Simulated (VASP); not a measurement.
# Hf (P6_3/mmc) in VASP: notebook, part 2 of 3

VASP 6.6.1. Earlier steps stand in the parts before.

**3. Single point, PBE**

This run uses another cell than the first one, of 21.49 Å³/atom, 1.043 times its volume.

INCAR

```
SYSTEM = Hf
PREC     = Accurate       ! precision mode
ENCUT    = 520            ! plane-wave cutoff, eV
EDIFF    = 1E-7           ! SCF threshold, eV
ISMEAR   = 1              ! smearing method
SIGMA    = 0.05           ! smearing width, eV
LREAL    = .False.        ! projectors in reciprocal space
LASPH    = .True.         ! aspherical terms in the spheres
NELM     = 80             ! most SCF steps
ALGO     = Normal         ! electronic algorithm
ISIF     = 2              ! what is computed and relaxed
LWAVE    = .False.        ! write WAVECAR
LCHARG   = .False.        ! write CHGCAR
GGA      = PE             ! functional
NBANDS   = 17             ! bands
```

KPOINTS

```
regular mesh
0
Gamma
  12 12 7
  0 0 0
```

POSCAR

```
Hf
1.0
    3.1534960552      0.0000000000      0.0000000000
   -1.5767480276      2.7310043323      0.0000000000
    0.0000000000      0.0000000000      4.9894429718
Hf
2
Direct
    0.3333333333      0.6666666667      0.2500000000
    0.6666666667      0.3333333333      0.7500000000
```

Potentials or basis: VASP PAW PBE potentials, release 64 (Hf_pv).

On the command line:

```sh
$ cat potpaw_PBE.64/Hf_pv/POTCAR > POTCAR
$ mpirun -np 1 vasp_std > vasp.out
```

Run time: 14 s. Hardware: 1 thread of Intel Xeon 6975P-C (Granite Rapids), shared host; peak memory 0.18 GiB.

It converged, with:

* Free energy: -19.8188 eV
* Pressure: 5.2 GPa
* Band gap on the k mesh: zero (band 10 reaches 6.39 eV, above the bottom of band 11 at 4.91 eV)

Stress tensor (GPa, compression positive):
```
5.22 0.00 0.00
0.00 5.22 0.00
0.00 0.00 5.13
```

Levels at points of the mesh, in eV from the Fermi level:
| k point | band 6 | band 7 | band 8 | band 9 | band 10 | band 11 | band 12 | band 13 | band 14 | band 15 |
| --- | --- | --- | --- | --- | --- | --- | --- | --- | --- | --- |
| (0.00, 0.00, 0.00) | -30.05 | -7.51 | -3.83 | 0.80 | 1.20 | 1.20 | 1.49 | 2.06 | 2.06 | 2.73 |
| (0.50, 0.00, 0.00) | -30.15 | -3.41 | -2.89 | -2.35 | -0.72 | 0.79 | 0.93 | 1.77 | 6.17 | 6.71 |

Caveat: spin-orbit coupling is left out, which moves the levels of the heavy elements.

**4. Single point, PBE**

This run uses another cell than the first one, of 22.38 Å³/atom, 1.087 times its volume.

INCAR

```
ALGO = Normal ; EDIFF = 1E-6
ENCUT = 520 ; GGA = PE
ISIF = 2 ; ISMEAR = 1
LASPH = True ; LCHARG = False
LREAL = False ; LWAVE = False
NBANDS = 17 ; NELM = 80
PREC = Accurate ; SIGMA = 0.05
```

KPOINTS

```
k-points
0
Gamma
  12 12 7
```

POSCAR

```
Hf
1.0
    3.1967000000      0.0000000000      0.0000000000
   -1.5983500000      2.7684200000      0.0000000000
    0.0000000000      0.0000000000      5.0578000000
Hf
2
Direct
    0.3333333333      0.6666666667      0.2500000000
    0.6666666667      0.3333333333      0.7500000000
```

Potentials or basis: VASP PAW PBE potentials, release 64 (Hf_pv).

On the command line:

```sh
$ cat potpaw_PBE.64/Hf_pv/POTCAR > POTCAR
$ mpirun -np 1 vasp_std > vasp.out
```

OUTCAR:

```text
EDIFF = 1E-6
   ENCUT = 520
   GGA = PE
   ISIF = 2
   ISMEAR = 1
   LASPH = True
   LREAL = False
   NELM = 80
   PREC = Accurate

 ion  position               nearest neighbor table
   1  0.333  0.667  0.250-   2 3.13   2 3.13   2 3.13   2 3.13   2 3.13   2 3.13
   2  0.667  0.333  0.750-   1 3.13   1 3.13   1 3.13   1 3.13   1 3.13   1 3.13

  LATTYP: Found a hexagonal cell.
 ALAT       =     3.1967000000
 C/A-ratio  =     1.5821941377

  Lattice vectors:

 A1 = (   3.1967000000,   0.0000000000,   0.0000000000)
 A2 = (  -1.5983500000,   2.7684200000,   0.0000000000)
 A3 = (   0.0000000000,   0.0000000000,   5.0578000000)

Analysis of symmetry for initial positions (statically):
=====================================================================
 Subroutine PRICEL returns:
 Original cell was already a primitive cell.

 Routine SETGRP: Setting up the symmetry group for a
 hexagonal supercell.

 Subroutine GETGRP returns: Found 24 space group operations
 (whereof 12 operations were pure point group operations)
 out of a pool of 24 trial point group operations.

The static configuration has the point symmetry D_3d.
 The point group associated with its full space group is D_6h.

Analysis of symmetry for dynamics (positions and initial velocities):
=====================================================================
 Subroutine PRICEL returns:
 Original cell was already a primitive cell.

 Routine SETGRP: Setting up the symmetry group for a
 hexagonal supercell.

 Subroutine GETGRP returns: Found 24 space group operations
 (whereof 12 operations were pure point group operations)
 out of a pool of 24 trial point group operations.

The dynamic configuration has the point symmetry D_3d.
 The point group associated with its full space group is D_6h.

 Subroutine INISYM returns: Found 24 space group operations
 (whereof 12 operations are pure point group operations),
 and found     1 'primitive' translations

----------------------------------------------------------------------------------------

                                     Primitive cell

  volume of cell :      44.7606

  direct lattice vectors                    reciprocal lattice vectors
     3.196700000  0.000000000  0.000000000     0.312822598  0.180608434  0.000000000
    -1.598350000  2.768420000  0.000000000     0.000000000  0.361216867  0.000000000
     0.000000000  0.000000000  5.057800000     0.000000000  0.000000000  0.197714421

  length of vectors
     3.196700000  3.196697048  5.057800000     0.361216534  0.361216867  0.197714421

  position of ions in fractional coordinates (direct lattice)
     0.333333333  0.666666667  0.250000000
     0.666666667  0.333333333  0.750000000

  ion indices of the primitive-cell ions
   primitive index   ion index
                 1           1
                 2           2

----------------------------------------------------------------------------------------

 KPOINTS: k-points

Automatic generation of k-mesh.
 Grid dimensions read from file:
 generate k-points for:   12   12    7

 Generating k-lattice:

  Cartesian coordinates                     Fractional coordinates (reciprocal lattice)
     0.026068550  0.015050703  0.000000000     0.083333333 -0.000000000  0.000000000
     0.000000000  0.030101406  0.000000000     0.000000000  0.083333333  0.000000000
     0.000000000  0.000000000  0.028244917     0.000000000  0.000000000  0.142857143

  Length of vectors
     0.030101378  0.030101406  0.028244917

  Shift w.r.t. Gamma in fractional coordinates (k-lattice)
     0.000000000  0.000000000  0.000000000

 Subroutine IBZKPT returns following result:
 ===========================================

 Found     76 irreducible k-points:

 Following reciprocal coordinates:
            Coordinates               Weight
  0.000000  0.000000  0.000000      1.000000
  0.083333  0.000000  0.000000      6.000000
  0.166667  0.000000  0.000000      6.000000
  0.250000  0.000000  0.000000      6.000000
  0.333333  0.000000  0.000000      6.000000
  0.416667  0.000000  0.000000      6.000000
[... 16 lines left out ...]
  0.250000  0.000000  0.142857     12.000000
  0.333333  0.000000  0.142857     12.000000
 [... further k-points ...]
   k-points           NKPTS =     76   k-points in BZ     NKDIM =     76   number of bands    NBANDS=     17
   number of dos      NEDOS =    301   number of ions     NIONS =      2
   total plane-waves  NPLWV =  23040
   dimension x,y,z NGX =    24 NGY =   24 NGZ =   40
   dimension x,y,z NGXF=    48 NGYF=   48 NGZF=   80
   ions per type =               2
   NGX,Y,Z   is equivalent  to a cutoff of  12.48, 12.48, 13.15 a.u.
   NGXF,Y,Z  is equivalent  to a cutoff of  24.96, 24.96, 26.30 a.u.
 SYSTEM =  unknown system
   PREC   = accura    normal or accurate (medium, high low for compatibility)
   ISTART =      0    job   : 0-new  1-cont  2-samecut
   ICHARG =      2    charge: 1-file 2-atom 10-const
   ISPIN  =      1    spin polarized calculation?
   LNONCOLLINEAR =      F non collinear calculations
   LSORBIT =      F    spin-orbit coupling
   LASPH  =      T    aspherical Exc in radial PAW
   ENCUT  =  520.0 eV  38.22 Ry    6.18 a.u.   5.94  5.94  9.40*2*pi/ulx,y,z
   NELM   =     80;   NELMIN=  2; NELMDL= -5     # of ELM steps
   EDIFF  = 0.1E-05   stopping-criterion for ELM
   LREAL  =      F    real-space projection
   EDIFFG = 0.1E-04   stopping-criterion for IOM
   NSW    =      0    number of steps for IOM
   IBRION =     -1    ionic relax: 0-MD 1-quasi-New 2-CG
   NFREE  =      0    steps in history (QN), initial steepest desc. (CG)
   ISIF   =      2    stress and relaxation
   ISYM   =      2    0-nonsym 1-usesym 2-fastsym
   POTIM  = 0.5000    time-step for ionic-motion
   TEBEG  =    0.0;   TEEND  =   0.0 temperature during run
   PSTRESS=    0.0 pullay stress
   NELECT =      20.0000    total number of electrons
   NUPDOWN=      -1.0000    fix difference up-down
   EMIN   =  10.00;   EMAX   =-10.00  energy-range for DOS
   EFERMI =   0.00;   METHOD = LEGACY
   ISMEAR =     1;   SIGMA  =   0.05  broadening in eV -4-tet -1-fermi 0-gaus
   EFERMI_NEDOS =   21; number of points for ismear=-14 and -15
   IALGO  =     38    algorithm
   IMIX   =      4    mixing-type and parameters
     AMIX     =   0.40;   BMIX     =  1.00
     AMIX_MAG =   1.60;   BMIX_MAG =  1.00
  volume/ion in A,a.u.               =      22.38       151.03
  Fermi-wavevector in a.u.,A,eV,Ry     =   1.251564  2.365113 21.312328  1.566412
  Thomas-Fermi vector in A             =   2.385505
   LORBIT       =      0    0 simple, 1 ext, 2 COOP (PROOUT), +10 PAW based schemes
   GGA     = PE    functional components
   LHFCALC =     F    Hartree Fock is set to
   AEXX    =    0.0000 exact exchange contribution
   IVDW    =     0    specifies the selected vdW correction
   LEPSILON=     F    determine dielectric tensor
   LRPA    =     F    only Hartree local field effects (RPA)
 non-spin polarized calculation
 Methfessel and Paxton  Order N= 1 SIGMA  =   0.05
  energy-cutoff  :      520.00
  volume of cell :       44.76
 maximum number of plane-waves:      1224
 NGX is ok and might be reduce to    24
   NGX = 11   NGY = 11   NGZ = 19

 number of electron      20.0000004 magnetization

 Free energy of the ion-electron system (eV)
  ---------------------------------------------------
  ext. energy  EPLUGINS =         0.00000000
  ---------------------------------------------------
  free energy    TOTEN  =       -19.84957048 eV

  energy without entropy =      -19.84958714  energy(sigma->0) =      -19.84957603

 E-fermi :   4.9167     XC(G=0): -11.2817

 val. band max:        4.9161428409   @ k =   0.0000   0.0000   0.4286
 cond. band min:       4.9250821728   @ k =   0.0833   0.0833   0.4286
 fundamental gap:      0.0089393319
 Fermi energy:         4.9166583714

 k-point     1 :       0.0000    0.0000    0.0000
  band No.  band energies     occupation
      1     -26.1602      2.00000
      2     -25.4196      2.00000
      3     -25.4196      2.00000
      4     -25.2947      2.00000
      5     -25.2921      2.00000
      6     -25.2921      2.00000
[... 9 lines left out ...]
     16       7.5531      0.00000
     17      10.2467      0.00000
[... 441 lines left out ...]
 k-point    24 :       0.3333    0.0000    0.1429
  band No.  band energies     occupation
      1     -25.9620      2.00000
      2     -25.7923      2.00000
      3     -25.7310      2.00000
      4     -25.5436      2.00000
      5     -25.4198      2.00000
      6     -25.3672      2.00000
[... 9 lines left out ...]
     16       9.4170      0.00000
     17      11.0918      0.00000

 [... further k-points ...]
[... 5 lines left out ...]
  --------------------------------------------------------------------------------------
  -------------------------------------------------------------------------------------
  Total        0.1268796      0.1268793      0.0706446      0.0000000      0.0000000      0.0000000
  in kB        4.5415792      4.5415680      2.5286793      0.0000000      0.0000000      0.0000000
  external PRESSURE =       3.8706088 kB  Pullay stress =       0.0000000 kB

 VOLUME and BASIS-vectors are now :
 -----------------------------------------------------------------------------
  energy-cutoff  :      520.00
  volume of cell :       44.76
      direct lattice vectors                 reciprocal lattice vectors
     3.196700000  0.000000000  0.000000000     0.312822598  0.180608434  0.000000000
    -1.598350000  2.768420000  0.000000000     0.000000000  0.361216867  0.000000000
     0.000000000  0.000000000  5.057800000     0.000000000  0.000000000  0.197714421

 POSITION                                       TOTAL-FORCE (eV/Angst)
 -----------------------------------------------------------------------------------
     -0.00000      1.84561      1.26445        -0.000000     -0.000000      0.000000
      1.59835      0.92281      3.79335         0.000000      0.000000      0.000000
 -----------------------------------------------------------------------------------
    total drift:                               -0.000000      0.000000     -0.000000

  FREE ENERGIE OF THE ION-ELECTRON SYSTEM (eV)
  ---------------------------------------------------
  free  energy   TOTEN  =       -19.8495704793 eV

  energy  without entropy=      -19.8495871390  energy(sigma->0) =      -19.84957603
```

OSZICAR:

```text
N       E                     dE             d eps       ncg     rms          rms(c)
DAV:   1     0.497372571184E+02    0.49737E+02   -0.11315E+04  2600   0.111E+03
DAV:   2    -0.187439546552E+02   -0.68481E+02   -0.66716E+02  3367   0.249E+02
DAV:   3    -0.205523468312E+02   -0.18084E+01   -0.17920E+01  3273   0.269E+01
DAV:   4    -0.205674594052E+02   -0.15113E-01   -0.15104E-01  3317   0.296E+00
DAV:   5    -0.205676212672E+02   -0.16186E-03   -0.16180E-03  3357   0.263E-01    0.654E+01
DAV:   6    -0.200422711304E+02    0.52535E+00   -0.49260E-01  3104   0.453E+00    0.387E+01
DAV:   7    -0.198597721753E+02    0.18250E+00   -0.83086E-01  3139   0.563E+00    0.188E+00
DAV:   8    -0.198494527060E+02    0.10319E-01   -0.50560E-02  3021   0.147E+00    0.212E-01
DAV:   9    -0.198495821445E+02   -0.12944E-03   -0.12114E-03  3504   0.245E-01    0.183E-01
DAV:  10    -0.198495684719E+02    0.13673E-04   -0.82489E-05  3029   0.601E-02    0.259E-01
DAV:  11    -0.198495702816E+02   -0.18097E-05   -0.95582E-06  3256   0.216E-02    0.106E-02
DAV:  12    -0.198495704793E+02   -0.19766E-06   -0.56575E-07  1857   0.523E-03
   1 F= -.19849570E+02 E0= -.19849576E+02  d E =0.166597E-04
```

It took 14 s on 1 thread of Intel Xeon 6975P-C (Granite Rapids), shared host; peak memory 0.18 GiB.

What came out:

```yaml
Free_energy: -19.8496 eV
Pressure: 0.4 GPa
Band_gap_on_the_k_mesh: zero (band 10 reaches 6.10 eV, above the bottom of band 11 at 4.60 eV)
```

Caveat: spin-orbit coupling is left out, which moves the levels of the heavy elements.

(Part 2 of 3 ends here.)
